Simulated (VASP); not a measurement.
# H: single point with LDA

Crystal: H.

```
CELL_PARAMETERS angstrom
-1.69153 1.79303 2.05847
1.69153 -1.79303 2.05847
1.69153 1.79303 -2.05847
ATOMIC_POSITIONS crystal
H 0.90986 0.90986 0.00000
H 0.09014 0.09014 0.00000
```

This cell differs from its parent crystal: strain +0.0600 x Voigt [0, 1, 0, 0, 0, 0].

```json
{
 "Program": "VASP 6.6.1",
 "Task": "single point",
 "Functional": "LDA",
 "Potentials or basis": "VASP PAW LDA potentials, release 64 (H)",
 "Cutoff": "520 eV",
 "k mesh": "10 × 10 × 10",
 "Occupations": "gaussian, width 0.05 eV",
 "Spin": "no spin polarisation",
 "Dipole correction": "no",
 "Further INCAR settings": "ALGO = Normal; EDIFF = 1e-06; NBANDS = 8"
}
```

The pressure is 0.7 GPa and the largest force is 0.962 eV/Å. The band gap on the k mesh is 8.26 eV, indirect (least direct gap 9.11 eV).

Forces on the atoms (eV/Å):
```
H    0.000  0.000 -0.962
H    0.000  0.000  0.962
```

Stress tensor (GPa, compression positive):
```
-0.83  0.00  0.00
 0.00 -0.86  0.00
 0.00  0.00  3.76
```

Levels at points of the mesh, in eV from the valence-band top:
| k point | band 1 | band 2 | band 3 | band 4 | band 5 |
| --- | --- | --- | --- | --- | --- |
| (0.00, 0.00, 0.00) | -2.34 | 12.73 | 16.61 | 22.19 | 23.03 |
| (0.50, 0.00, 0.00) | -0.85 | 8.26 | 16.06 | 18.45 | 19.71 |
| (0.00, 0.50, 0.00) | -0.74 | 8.54 | 15.78 | 17.80 | 18.87 |
| (0.50, 0.50, 0.00) | -0.62 | 9.94 | 13.72 | 15.34 | 18.35 |
| (0.50, 0.50, 0.50) | 0.00 | 9.94 | 14.51 | 14.67 | 15.80 |

Wall time 11 s on 1 thread of Intel(R) Xeon(R) Platinum 8375C CPU @ 2.90GHz (Ice Lake) (shared host), peak memory 0.13 GiB.

Caveat: the cell differs from its parent crystal (strain +0.0600 x Voigt [0, 1, 0, 0, 0, 0]). A k mesh can miss the band edges.
